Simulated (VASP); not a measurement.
Runs of VASP 6.6.1 on C. The structure is that of space group R-3m (No. 166), or close to it. The cells are those of the table. 

```csv
cell,gap on the mesh (eV),pressure (GPa),largest force (eV/Å)
"a = 8.174 Å, angles 16.9°, 4 atoms",(a),19.9,0.01
"a = 8.252 Å, angles 16.9°, 4 atoms",1.26,11.9,0.01
"a = 8.551 Å, angles 16.9°, 4 atoms",1.19,-12.0,0.01
"a = 8.478 Å, angles 16.9°, 4 atoms",1.21,-7.1,0.01
"a = 8.329 Å, angles 16.9°, 4 atoms",1.25,4.8,0.01
"a = 8.623 Å, angles 16.9°, 4 atoms",(b),-16.4,0.01
"a = 8.404 Å, angles 16.9°, 4 atoms",1.23,-1.5,0.01
```

Alike in all rows: task single point; level PBEsol; potentials or basis VASP PAW PBE potentials, release 64 (C); no spin polarisation; k mesh 11 × 11 × 11; cutoff (eV) 520; smearing fermi-dirac 0.1 eV.

Question: Estimate the missing entries.

Answer: (a) 1.28; (b) 1.17.

Caveats: the PAW data sets were made with another functional, which shifts forces and pressure a little.

A k mesh can miss the band edges.
